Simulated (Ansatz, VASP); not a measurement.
## One calculation of In, two programs

```
CELL_PARAMETERS angstrom
3.36853 0.00000 0.00000
0.33834 3.35150 0.00000
0.00000 0.00000 26.29563
ATOMIC_POSITIONS crystal
In 0.50000 0.50000 0.28296
In 0.00000 0.00000 0.36915
In 0.50000 0.50000 0.45602
In 0.00000 0.00000 0.54398
In 0.50000 0.50000 0.63085
In 0.00000 0.00000 0.71704
```

Alike in both runs: functional PBEsol; k mesh 10 × 10 × 1; occupations gaussian, width 0.1 eV; no spin polarisation.

Ansatz relaxed the structure, and its values are those at the end. VASP's run is a single point on that final structure, the one shown.

```csv
,VASP,Ansatz
version,VASP 6.6.1,Ansatz 0.2.0
potentials or method,"VASP PAW PBE potentials, release 64 (In_d), cutoff 520 eV","scalar-relativistic, plane waves, PAW"
valence electrons in the cell,78,78
```

|  | VASP | Ansatz | Ansatz less VASP |
| --- | --- | --- | --- |
| gap on the k mesh at the Fermi level (eV) | none | none | - |
| rms of the force components (eV/Å) | 0.004 | 0.004 | +0.0003 |

VASP's potentials were made for PBE, not for PBEsol. A gap of «none» marks a metal or a gap that the smearing closes. Ansatz's warnings: xc potential rough in thin density.
